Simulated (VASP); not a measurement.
# Ta2SiO2 (P-3m1) in VASP: further runs, part 2 of 3

VASP 6.6.1. The steps go on from the part before.

## 4. Single point, PBE

File INCAR:

```
PREC = Accurate
ENCUT = 520
EDIFF = 1E-6
ISMEAR = 0
SIGMA = 0.1
LREAL = False
LASPH = True
NELM = 80
ALGO = Normal
ISIF = 2
LWAVE = False
LCHARG = False
GGA = PE
NBANDS = 27
```

File KPOINTS:

```
Automatic mesh
0
Gamma
  6 6 4
```

File POSCAR:

```
Ta2SiO2
1.0
    2.9207084968      0.0000000000      0.0000000000
   -1.4603542484      2.5294077553      0.0000000000
    0.0000000000      0.0000000000      9.6836454759
Ta Si O
2 1 2
Direct
    0.6666666667      0.3333333333      0.6272995054
    0.3333333333      0.6666666667      0.3727004946
    0.0000000000      0.0000000000      0.0000000000
    0.3333333333      0.6666666667      0.7593873970
    0.6666666667      0.3333333333      0.2406126030
```

Potentials or basis: VASP PAW PBE potentials, release 64 (Ta_pv, Si, O).

Launch:

```
cat potpaw_PBE.64/Ta_pv/POTCAR potpaw_PBE.64/Si/POTCAR potpaw_PBE.64/O/POTCAR > POTCAR
mpirun -np 1 vasp_std > vasp.out
```

OUTCAR:

```text
PREC = Accurate
   ENCUT = 520
   EDIFF = 1E-6
   ISMEAR = 0
   LREAL = False
   LASPH = True
   NELM = 80
   ISIF = 2
   GGA = PE

 ion  position               nearest neighbor table
   1  0.667  0.333  0.627-   4 2.12   4 2.12   4 2.12   2 2.99   2 2.99   2 2.99
   2  0.333  0.667  0.373-   5 2.12   5 2.12   5 2.12   1 2.99   1 2.99   1 2.99
   3  0.000  0.000  0.000-
   4  0.333  0.667  0.759-   1 2.12   1 2.12   1 2.12
   5  0.667  0.333  0.241-   2 2.12   2 2.12   2 2.12

  LATTYP: Found a hexagonal cell.
 ALAT       =     2.9207084968
 C/A-ratio  =     3.3155124815

  Lattice vectors:

 A1 = (   2.9207084968,   0.0000000000,   0.0000000000)
 A2 = (  -1.4603542484,   2.5294077553,   0.0000000000)
 A3 = (   0.0000000000,   0.0000000000,   9.6836454759)

Analysis of symmetry for initial positions (statically):
=====================================================================
 Subroutine PRICEL returns:
 Original cell was already a primitive cell.

 Routine SETGRP: Setting up the symmetry group for a
 hexagonal supercell.

 Subroutine GETGRP returns: Found 12 space group operations
 (whereof 12 operations were pure point group operations)
 out of a pool of 24 trial point group operations.

The static configuration has the point symmetry D_3d.

Analysis of symmetry for dynamics (positions and initial velocities):
=====================================================================
 Subroutine PRICEL returns:
 Original cell was already a primitive cell.

 Routine SETGRP: Setting up the symmetry group for a
 hexagonal supercell.

 Subroutine GETGRP returns: Found 12 space group operations
 (whereof 12 operations were pure point group operations)
 out of a pool of 24 trial point group operations.

The dynamic configuration has the point symmetry D_3d.

 Subroutine INISYM returns: Found 12 space group operations
 (whereof 12 operations are pure point group operations),
[... 120 lines left out ...]
     AMIX     =   0.40;   BMIX     =  1.00
     AMIX_MAG =   1.60;   BMIX_MAG =  1.00
  volume/ion in A,a.u.               =      14.31        96.55
  Fermi-wavevector in a.u.,A,eV,Ry     =   1.325829  2.505453 23.916613  1.757821
  Thomas-Fermi vector in A             =   2.455261
   LORBIT       =      0    0 simple, 1 ext, 2 COOP (PROOUT), +10 PAW based schemes
   GGA     = PE    functional components
   LHFCALC =     F    Hartree Fock is set to
   AEXX    =    0.0000 exact exchange contribution
   IVDW    =     0    specifies the selected vdW correction
   LEPSILON=     F    determine dielectric tensor
   LRPA    =     F    only Hartree local field effects (RPA)
 non-spin polarized calculation
 Gauss-broadening in eV      SIGMA  =   0.10
  energy-cutoff  :      520.00
  volume of cell :       71.54
 maximum number of plane-waves:      1980
 NGX is ok and might be reduce to    24
   NGX = 11   NGY = 11   NGZ = 37

 number of electron      37.9999999 magnetization

 Free energy of the ion-electron system (eV)
  ---------------------------------------------------
  ext. energy  EPLUGINS =         0.00000000
  ---------------------------------------------------
  free energy    TOTEN  =       -44.38031285 eV

  energy without entropy =      -44.36205600  energy(sigma->0) =      -44.37118442

 E-fermi :   5.7193     XC(G=0): -11.4940

 val. band max:        5.6655497389   @ k =   0.0000   0.3333   0.2500
 cond. band min:       5.7220252666   @ k =   0.0000   0.1667   0.2500
 fundamental gap:      0.0564755278
 Fermi energy:         5.7193128082

 k-point     1 :       0.0000    0.0000    0.0000
  band No.  band energies     occupation
      1     -29.0906      2.00000
      2     -28.5995      2.00000
      3     -28.3509      2.00000
      4     -28.3509      2.00000
      5     -28.2910      2.00000
      6     -28.2910      2.00000
[... 709 lines left out ...]
     26      11.1932      0.00000
     27      11.3157      0.00000

------------------------ aborting loop because EDIFF is reached ----------------------------------------

  FORCE on cell =-STRESS in cart. coord.  units (eV):
  Direction    XX          YY          ZZ          XY          YZ          ZX
  --------------------------------------------------------------------------------------
  -------------------------------------------------------------------------------------
  Total        0.2555177      0.2555177      0.2233308      0.0000000      0.0000000      0.0000000
  in kB        5.7224986      5.7224986      5.0016497      0.0000000      0.0000000      0.0000000
  external PRESSURE =       5.4822157 kB  Pullay stress =       0.0000000 kB

 VOLUME and BASIS-vectors are now :
 -----------------------------------------------------------------------------
  energy-cutoff  :      520.00
  volume of cell :       71.54
      direct lattice vectors                 reciprocal lattice vectors
     2.920708497  0.000000000  0.000000000     0.342382679  0.197674732  0.000000000
    -1.460354248  2.529407755  0.000000000     0.000000000  0.395349464  0.000000000
     0.000000000  0.000000000  9.683645476     0.000000000  0.000000000  0.103266895

 POSITION                                       TOTAL-FORCE (eV/Angst)
 -----------------------------------------------------------------------------------
      1.46035      0.84314      6.07455         0.000000      0.000000     -0.102058
     -0.00000      1.68627      3.60910        -0.000000     -0.000000      0.102058
      0.00000      0.00000      0.00000        -0.000000      0.000000      0.000000
     -0.00000      1.68627      7.35364         0.000000      0.000000      0.110015
      1.46035      0.84314      2.33001         0.000000      0.000000     -0.110015
 -----------------------------------------------------------------------------------
    total drift:                               -0.000000      0.000000      0.000000

  FREE ENERGIE OF THE ION-ELECTRON SYSTEM (eV)
  ---------------------------------------------------
  free  energy   TOTEN  =       -44.3803128515 eV

  energy  without entropy=      -44.3620559976  energy(sigma->0) =      -44.37118442
```

OSZICAR:

```text
N       E                     dE             d eps       ncg     rms          rms(c)
DAV:   1     0.308026169487E+03    0.30803E+03   -0.20603E+04  1296   0.137E+03
DAV:   2    -0.317598662584E+02   -0.33979E+03   -0.33139E+03  1539   0.383E+02
DAV:   3    -0.488214587765E+02   -0.17062E+02   -0.16846E+02  1626   0.822E+01
DAV:   4    -0.490278177591E+02   -0.20636E+00   -0.20592E+00  1599   0.960E+00
DAV:   5    -0.490303352364E+02   -0.25175E-02   -0.25158E-02  1705   0.104E+00    0.283E+01
DAV:   6    -0.449183039835E+02    0.41120E+01   -0.20429E+01  1481   0.297E+01    0.135E+01
DAV:   7    -0.445901716594E+02    0.32813E+00   -0.48332E+00  1653   0.131E+01    0.706E+00
DAV:   8    -0.444300834701E+02    0.16009E+00   -0.15501E+00  1811   0.664E+00    0.178E+00
DAV:   9    -0.443850970938E+02    0.44986E-01   -0.41198E-01  1622   0.206E+00    0.400E-01
DAV:  10    -0.443809803098E+02    0.41168E-02   -0.44179E-02  1548   0.780E-01    0.250E-01
DAV:  11    -0.443805968686E+02    0.38344E-03   -0.10451E-02  1847   0.524E-01    0.971E-02
DAV:  12    -0.443803824900E+02    0.21438E-03   -0.28201E-03  1834   0.236E-01    0.471E-02
DAV:  13    -0.443803122494E+02    0.70241E-04   -0.48200E-04  1729   0.900E-02    0.114E-02
DAV:  14    -0.443803142028E+02   -0.19534E-05   -0.46987E-05  1553   0.308E-02    0.889E-03
DAV:  15    -0.443803134389E+02    0.76387E-06   -0.14081E-05  1341   0.127E-02    0.410E-03
DAV:  16    -0.443803128515E+02    0.58745E-06   -0.32365E-06   930   0.637E-03
   1 F= -.44380313E+02 E0= -.44371184E+02  d E =-.182569E-01
```

Wall time 23 s (1 thread of Intel Xeon 6975P-C (Granite Rapids), shared host); peak memory 0.21 GiB.

What came out:

```
Free energy            : -44.3803 eV
Pressure               : 0.5 GPa
Largest force          : 0.110 eV/Å
Band gap on the k mesh : zero (bands 19 and 20 overlap by 2.39 eV)
```

Forces on the atoms (eV/Å):
```
Ta   0.000  0.000 -0.102
Ta   0.000  0.000  0.102
Si   0.000  0.000  0.000
O    0.000  0.000  0.110
O    0.000  0.000 -0.110
```

Levels at points of the mesh, in eV from the Fermi level:
| k point | band 17 | band 18 | band 19 | band 20 | band 21 | band 22 |
| --- | --- | --- | --- | --- | --- | --- |
| (0.00, 0.00, 0.00) | -2.16 | 0.73 | 1.06 | 1.06 | 1.27 | 1.70 |
| (0.50, 0.00, 0.00) | -2.43 | -1.49 | -1.23 | 0.39 | 2.57 | 2.82 |
| (0.00, 0.00, 0.50) | -0.58 | -0.41 | 1.06 | 1.06 | 1.57 | 1.70 |
| (0.50, 0.00, 0.50) | -2.46 | -1.34 | -1.05 | 0.38 | 2.49 | 2.85 |

Caveat: the k points lie up to 0.41 Å⁻¹ apart, too coarse for converged energies and pressures of a metal; spin-orbit coupling is left out, which moves the levels of the heavy elements.

## 5. Relaxation of cell and atoms, PBE

This run uses another cell than the first one, of 10.95 Å³/atom.

File INCAR:

```
PREC     = Accurate       # precision mode
ENCUT    = 600            # plane-wave cutoff, eV
EDIFF    = 1E-6           # SCF threshold, eV
ISMEAR   = 0              # smearing method
SIGMA    = 0.1            # smearing width, eV
LREAL    = F              # projectors in reciprocal space
LASPH    = T              # aspherical terms in the spheres
NELM     = 80             # most SCF steps
ALGO     = Normal         # electronic algorithm
ISIF     = 3              # what is computed and relaxed
LWAVE    = F              # write WAVECAR
LCHARG   = F              # write CHGCAR
GGA      = PE             # functional
IBRION   = 2              # ionic algorithm
NSW      = 90             # ionic steps
EDIFFG   = -0.04          # ionic threshold
```

File KPOINTS:

```
regular mesh
0
Gamma
  6 6 4
```

File POSCAR:

```
Ta2SiO2
1.0
    3.5636546200      0.0000000000      0.0000000000
   -1.7818273100      3.0862154300      0.0000000000
    0.0000000000      0.0000000000      4.9775965400
Ta Si O
2 1 2
Direct
    0.6666666700      0.3333333300      0.6155828900
    0.3333333300      0.6666666700      0.3844171100
    0.0000000000      0.0000000000      0.0000000000
    0.3333333300      0.6666666700      0.8695532600
    0.6666666700      0.3333333300      0.1304467400
```

Launch:

```
cat potpaw_PBE.64/Ta_pv/POTCAR potpaw_PBE.64/Si/POTCAR potpaw_PBE.64/O/POTCAR > POTCAR
mpirun -np 1 vasp_std > vasp.out
```

Wall time 13 min (1 thread of Intel Xeon 6975P-C (Granite Rapids), shared host); peak memory 0.2 GiB.

Results (log left out):

| Property | Result |
| --- | --- |
| Free energy | -41.9778 eV |
| Relaxed volume | 12.78 Å³/atom |
| Relaxed cell | a = 2.963 Å, b = 2.963 Å, c = 8.403 Å, α = 90.00°, β = 90.00°, γ = 120.00° |
| Space group after relaxing (to 0.1 Å) | P-3m1 (No. 164) |
| Energy gained by relaxing | 1344.3 meV/atom |
| Ionic steps | 82 |
| Pressure after relaxing | 0.0 GPa |
| Largest force after relaxing | 0.024 eV/Å |
| Band gap on the k mesh | zero (bands 19 and 20 overlap by 0.71 eV) |

Forces on the atoms (eV/Å):
```
Ta   0.000  0.000 -0.012
Ta   0.000  0.000  0.012
Si   0.000  0.000  0.000
O    0.000  0.000 -0.024
O    0.000  0.000  0.024
```

Stress tensor (GPa, compression positive):
```
 0.06  0.00  0.00
 0.00  0.06  0.00
 0.00  0.00 -0.14
```

Step by step:
```
step  energy change (eV)  largest force (eV/Å)  pressure (GPa)  volume (Å³)
   1              0.0000                8.6647           53.83        54.74
   4             -4.1021                2.4658           -9.82        70.23
   7             -4.7202                0.2805            2.71        64.34
  10             -4.9265                0.9168           -0.93        65.35
  13             -5.0739                0.0838           -2.35        64.77
  16             -5.0854                0.1638            0.56        63.56
  19             -5.1045                0.2673            0.06        63.28
  22             -5.1316                0.3922           -2.95        63.77
  25             -5.4536                0.9846           -2.41        62.36
  28             -5.4767                0.8938           -3.08        62.46
  31             -5.5201                0.7856           -0.36        61.65
  34             -5.6062                0.3341           -0.61        61.83
  37             -5.2492                0.5940          -15.99        74.16
  40             -5.9489                0.5200           -9.07        67.42
  43             -5.9751                0.5908           -9.07        67.64
  46             -6.1773                0.7292           -0.91        64.74
  49             -6.2684                0.7408            4.30        63.05
  52             -6.3894                0.3309            0.38        63.28
  55             -6.3980                0.1954           -1.39        63.95
  58             -6.4047                0.0514            0.70        63.56
  61             -6.4464                0.1862           -0.17        64.08
  64             -6.5847                0.5082           -0.68        65.21
  67             -6.5911                0.5511           -0.44        65.45
  70             -6.5940                0.6191           -0.45        65.69
  73             -6.6044                0.5072           -0.60        65.59
  76             -6.6717                0.3510           -2.03        65.41
  79             -6.7192                0.2912            0.95        63.70
  82             -6.7217                0.0237           -0.01        63.88
```

Final structure:
```
Ta Si O
1.0
     2.96272    0.00000    0.00000
    -1.48136    2.56579    0.00000
     0.00000    0.00000    8.40338
Ta Si O
2 1 2
Cartesian
  1.4814 0.8553 5.3471
  0.0000 1.7105 3.0563
  0.0000 0.0000 0.0000
  0.0000 1.7105 6.6052
  1.4814 0.8553 1.7982
```

Levels at points of the mesh, in eV from the Fermi level:
| k point | band 16 | band 17 | band 18 | band 19 | band 20 | band 21 | band 22 | band 23 |
| --- | --- | --- | --- | --- | --- | --- | --- | --- |
| (0.00, 0.00, 0.00) | -1.94 | -1.77 | 0.56 | 0.56 | 1.22 | 1.43 | 1.43 | 1.80 |
| (0.50, 0.00, 0.00) | -2.67 | -1.81 | -1.14 | -1.09 | 0.43 | 2.00 | 3.41 | 4.63 |
| (0.00, 0.00, 0.50) | -3.87 | -0.01 | 0.57 | 0.57 | 0.73 | 1.41 | 1.41 | 2.28 |
| (0.50, 0.00, 0.50) | -2.74 | -2.35 | -0.81 | -0.72 | 0.37 | 2.09 | 3.44 | 4.36 |

Caveat: the volume moved by over 15 % at a fixed basis, so the end points are rough; spin-orbit coupling is left out, which moves the levels of the heavy elements.

(Part 2 of 3 ends here.)
